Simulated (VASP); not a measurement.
Write the native input for VASP 6.6.1 that does the following.

- Task: single point
- Functional: PBEsol
- Potentials or basis: VASP PAW PBE potentials, release 64 (Zr_sv, O)
- Cutoff: 600 eV
- k mesh: 12 × 12 × 12
- Occupations: gaussian, width 0.02 eV
- Spin: no spin polarisation
- Dipole correction: no
- Further INCAR settings: ALGO = Normal; EDIFF = 1e-06; NBANDS = 19

The structure of ZrO2 (k06) lies in POSCAR:

```
ZrO2
1.0
    0.0000000000      2.5320487799      2.5320487799
    2.5320487799      0.0000000000      2.5320487799
    2.5320487799      2.5320487799      0.0000000000
Zr O
1 2
Direct
    0.0000000000      0.0000000000      0.0000000000
    0.2500000000      0.2500000000      0.2500000000
    0.7500000000      0.7500000000      0.7500000000
```

One way to write it, as run:

INCAR

```
SYSTEM = ZrO2
ALGO = Normal ; EDIFF = 1E-6
ENCUT = 600 ; GGA = PS
GGA_COMPAT = .FALSE. ; ISIF = 2
ISMEAR = 0 ; LASPH = .TRUE.
LCHARG = .TRUE. ; LELF = .TRUE.
LREAL = .FALSE. ; LVHAR = .TRUE.
LWAVE = .FALSE. ; NBANDS = 19
NELM = 120 ; PREC = Accurate
SIGMA = 0.02
```

KPOINTS

```
k-points
0
G
  12 12 12
  0 0 0
```

Potentials or basis: VASP PAW PBE potentials, release 64 (Zr_sv, O).

Launch:

```sh
$ cat potpaw_PBE.64/Zr_sv/POTCAR potpaw_PBE.64/O/POTCAR > POTCAR
$ mpirun -np 1 vasp_std > vasp.out
```

Results of the run:

| Item | Value |
| --- | --- |
| Pressure | 0.2 GPa |
| Band gap on the k mesh | 3.32 eV, indirect (least direct gap 3.76 eV) |

Caveat: the PAW data sets were made with another functional, which shifts forces and pressure a little.

It took 73 s on 1 thread of Intel Xeon 8259CL, on a shared host, peak memory 0.2 GiB.
